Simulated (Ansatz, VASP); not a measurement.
**KTaO3 in VASP and in Ansatz**

INCAR

```
SYSTEM = KTaO3
PREC = Accurate
ENCUT = 520
EDIFF = 1E-8
ISMEAR = -1
SIGMA = 0.01
LREAL = .FALSE.
LASPH = .TRUE.
NELM = 120
ALGO = Normal
ISIF = 2
LWAVE = .FALSE.
LCHARG = .FALSE.
GGA = PE
LEFG = .TRUE.
NBANDS = 27
GGA_COMPAT = .FALSE.
```

The input KPOINTS:

```
regular mesh
0
G
  5 5 5
  0 0 0
```

File POSCAR:

```
KTaO3
1.0
    4.0281830000      0.0000000000      0.0000000000
    0.0000000000      4.0281830000      0.0000000000
    0.0000000000      0.0000000000      3.9883000000
K Ta O
1 1 3
Direct
    0.5000000000      0.5000000000      0.5000000000
    0.0000000000      0.0000000000      0.0000000000
    0.5000000000      0.0000000000      0.0000000000
    0.0000000000      0.5000000000      0.0000000000
    0.0000000000      0.0000000000      0.5000000000
```

Input for Ansatz:

```yaml
crystal:
  lattice:
    - [4.028183, 0.0, 0.0]
    - [0.0, 4.028183, 0.0]
    - [0.0, 0.0, 3.9883]
  atoms:
    - { symbol: K, position: [0.5, 0.5, 0.5] }
    - { symbol: Ta, position: [0.0, 0.0, 0.0] }
    - { symbol: O, position: [0.5, 0.0, 0.0] }
    - { symbol: O, position: [0.0, 0.5, 0.0] }
    - { symbol: O, position: [0.0, 0.0, 0.5] }
kpoints:
  mp_grid: { grid: [5, 5, 5] }
scf:
  occupations: { method: fermi_dirac, width: 0.01 }
hamiltonian:
  xc: pbe
  pseudopotentials: { kind: all_electron, datasets: crystal }
output:
  forces: true
  stress: true
  eigenvalues: true
  efg: { contact_densities: true }
```

Change from the starting cell: equal xx and yy strain of +1 %, crystal datasets.

Alike in both runs: task electric field gradients; functional PBE; k mesh 5 × 5 × 5; occupations fermi-dirac, width 0.01 eV; no spin polarisation.

|  | VASP | Ansatz |
| --- | --- | --- |
| version | VASP 6.6.1 | Ansatz 0.2.0 |
| potentials or method | VASP PAW PBE potentials, release 64 (K_sv, Ta_pv, O), cutoff 520 eV | all-electron PAW with datasets made for the crystal, scalar-relativistic |

Ansatz gave:

```
gap on the k mesh at the Fermi level (eV)                     : 2.28
pressure (GPa)                                                : 1.5
traceless stress, the component that is largest in VASP (GPa) : 2.35
size of Vzz on the site where it differs most (V/Å²)          : 51.1
```

Task: Estimate VASP's values.

Result: gap on the k mesh at the Fermi level (eV): 2.23; pressure (GPa): 2.0; traceless stress, the component that is largest in VASP (GPa): 2.39; size of Vzz on the site where it differs most (V/Å²): 52.4.

Ansatz ran all-electron here, and VASP with PAW potentials.

Neither program's run includes spin-orbit coupling.
